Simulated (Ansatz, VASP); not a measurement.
## LiCl: VASP beside Ansatz

```
CELL_PARAMETERS angstrom
0.00000 2.55604 2.55604
2.55604 0.00000 2.55604
2.55604 2.55604 0.00000
ATOMIC_POSITIONS crystal
Li 0.00000 0.00000 0.00000
Cl 0.50000 0.50000 0.50000
```

Alike in both runs: task single point; functional PBE; k mesh 8 × 8 × 8; occupations fermi-dirac, width 0.02 eV; no spin polarisation.

```csv
,VASP,Ansatz
version,VASP 6.6.1,Ansatz 0.2.0
potentials or method,"VASP PAW PBE potentials, release 64 (Li_sv, Cl)","plane waves, PAW"
plane-wave cutoff (eV),520,420
valence electrons in the cell,10,10
```

Ansatz gave:

```
gap on the k mesh at the Fermi level (eV) : 6.39
```

Task: Which values does VASP return?

Result: gap on the k mesh at the Fermi level (eV): 6.40.

The functional is the same, so the differences come from potentials, cutoffs and numerics.

Noted on VASP's run: the cutoff is short for stress, so the pressure is rough.
